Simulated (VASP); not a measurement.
Cu, 5 atoms in the cell. The cell holds a slab with vacuum, 5 atoms: a = 2.520 Å, b = 3.563 Å, c = 21.039 Å, α = 90.00°, β = 90.00°, γ = 90.00°. 

| Item | Value |
| --- | --- |
| Program | VASP 6.6.1 |
| Task | single point |
| Functional | PBEsol |
| Potentials or basis | VASP PAW PBE potentials, release 64 (Cu) |
| Cutoff | 520 eV |
| k mesh | 16 × 12 × 1 |
| Occupations | fermi-dirac, width 0.1 eV |
| Spin | no spin polarisation |
| Dipole correction | yes |
| Further INCAR settings | ALGO = Normal; EDIFF = 1e-07; NBANDS = 36 |

Potentials or basis: VASP PAW PBE potentials, release 64 (Cu).

Run with:

```sh
$ cat potpaw_PBE.64/Cu/POTCAR > POTCAR
$ mpirun -np 1 vasp_std > vasp.out
```

Hardware: 1 thread of Intel(R) Xeon(R) Platinum 8488C (Sapphire Rapids), on a shared host.

**Question.** Estimate the wall time of this run.

**Answer.** It took 8.8 min on 1 thread of Intel(R) Xeon(R) Platinum 8488C (Sapphire Rapids) (shared host), peak memory 0.48 GiB. Counts: scf iterations 26, k points 63.
